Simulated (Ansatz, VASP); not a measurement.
## One calculation of Ca2Y, two programs

```
Ca Y
1.0
     2.01824    1.16523    6.09560
    -2.01824    1.16523    6.09560
     0.00000   -2.33046    6.09560
Ca Y
2 1
Direct
  0.75000 0.75000 0.75000
  0.25000 0.25000 0.25000
  0.00000 0.00000 0.00000
```

Alike in both runs: task relaxation of cell and atoms; functional PBE; k mesh 6 × 6 × 6; occupations gaussian, width 0.1 eV; no spin polarisation.

|  | VASP | Ansatz |
| --- | --- | --- |
| version | VASP 6.6.1 | Ansatz 0.2.0 |
| potentials or method | VASP PAW PBE potentials, release 64 (Ca_sv, Y_sv), cutoff 600 eV | scalar-relativistic, plane waves, PAW |
| valence electrons in the cell | 31 | 31 |

VASP gave:

```
gap on the k mesh at the Fermi level, each at its own relaxed structure (eV) : none
relaxed volume (Å³/atom)                                                     : 38.00
relaxed length of the cell vector where the two differ most in proportion (Å)              : 9.657
```

Estimate Ansatz's values.

gap on the k mesh at the Fermi level, each at its own relaxed structure (eV): none; relaxed volume (Å³/atom): 38.01; relaxed length of the cell vector where the two differ most in proportion (Å): 9.705.

A gap of «none» marks a metal or a gap that the smearing closes.

Noted on VASP's run: the volume moved by over 15 % at a fixed basis, so the end points are rough.
